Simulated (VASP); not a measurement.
Si4B: single point with PBE

Si4B:

```xyz
5
Lattice="5.0997 0.0000 0.0000 -2.5498 4.4165 0.0000 0.0000 0.0000 3.8690" Properties=species:S:1:pos:R:3 pbc="T T T"
Si    2.0555    0.0000    0.0000
Si   -1.0278    1.7801    0.0000
Si    1.5221    2.6363    0.0000
Si    0.0000    0.0000    1.9345
B     0.0000    0.0000    0.0000
```

- Program: VASP 6.6.1
- Task: single point
- Functional: PBE
- Potentials or basis: VASP PAW PBE potentials, release 64 (Si, B)
- Cutoff: 500 eV
- k mesh: 4 × 4 × 3
- Occupations: gaussian, width 0.2 eV
- Spin: no spin polarisation

* Pressure: 0.2 GPa
* Largest force: 0.005 eV/Å

Forces in eV/Å, atoms in the order of the input:
```
Si  -0.005  0.000  0.000
Si   0.002 -0.004  0.000
Si   0.002  0.004  0.000
Si   0.000  0.000  0.000
B    0.000  0.000  0.000
```

Stress tensor (GPa, compression positive):
```
 0.39  0.00  0.00
 0.00  0.39  0.00
 0.00  0.00 -0.07
```

Levels at points of the mesh, in eV from the Fermi level:
```
           k point  band 5  band 6  band 7  band 8  band 9  band 10  band 11  band 12  band 13  band 14
(0.00, 0.00, 0.00)   -5.51   -4.15   -4.15   -4.15   -1.90     0.98     2.79     2.79     3.18     3.18
(0.50, 0.00, 0.00)   -5.27   -2.30   -1.86   -0.85   -0.19     0.04     0.95     1.63     1.67     2.85
```

Wall time 22 s on 1 thread of Intel Xeon 8259CL, with other jobs on the host, peak memory 0.19 GiB.

Caveat: the k points lie up to 0.54 Å⁻¹ apart.
